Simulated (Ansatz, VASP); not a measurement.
One calculation of BeTe, two programs

The input INCAR:

```
  ALGO = Normal
  EDIFF = 1E-7
  ENCUT = 520
  GGA = PE
  ISIF = 2
  ISMEAR = 0
  LASPH = T
  LCHARG = F
  LREAL = F
  LWAVE = F
  NBANDS = 11
  NELM = 80
  PREC = Accurate
  SIGMA = 0.01
```

Contents of KPOINTS:

```
k-points
0
Gamma
  6 6 6
```

File POSCAR:

```
BeTe
1.0
    0.0000000000      2.8599145433      2.8599145433
    2.8599145433      0.0000000000      2.8599145433
    2.8599145433      2.8599145433      0.0000000000
Be Te
1 1
Direct
    0.0000000000      0.0000000000      0.0000000000
    0.2500000000      0.2500000000      0.2500000000
```

Input for Ansatz:

```yaml
crystal:
  lattice:
    - [0.0, 2.8599145433, 2.8599145433]
    - [2.8599145433, 0.0, 2.8599145433]
    - [2.8599145433, 2.8599145433, 0.0]
  atoms:
    - { symbol: Be, position: [0.0, 0.0, 0.0] }
    - { symbol: Te, position: [0.25, 0.25, 0.25] }
kpoints:
  mp_grid: { grid: [6, 6, 6] }
hamiltonian:
  xc: pbe
scf:
  occupations: { method: fixed }
  n_extra_bands: 4
output:
  forces: true
  stress: true
  eigenvalues: true
```

Alike in both runs: task single point; functional PBE; k mesh 6 × 6 × 6; no spin polarisation.

|  | VASP | Ansatz |
| --- | --- | --- |
| version | VASP 6.6.1 | Ansatz 0.2.0 |
| potentials or method | VASP PAW PBE potentials, release 64 (Be, Te) | plane waves, PAW |
| plane-wave cutoff (eV) | 520 | 420 |
| occupations | gaussian, width 0.01 eV | fixed |
| valence electrons in the cell | 8 | 18 |

```tsv
	VASP	Ansatz	Ansatz less VASP
gap on the k mesh at the Fermi level (eV)	2.08	2.09	+0.013
pressure (GPa)	-1.4	-1.5	-0.12
```

VASP's potentials hold 8 valence electrons a cell and Ansatz's 18, so a difference there can come from the potentials and not from the codes.

Spin-orbit coupling is off throughout.
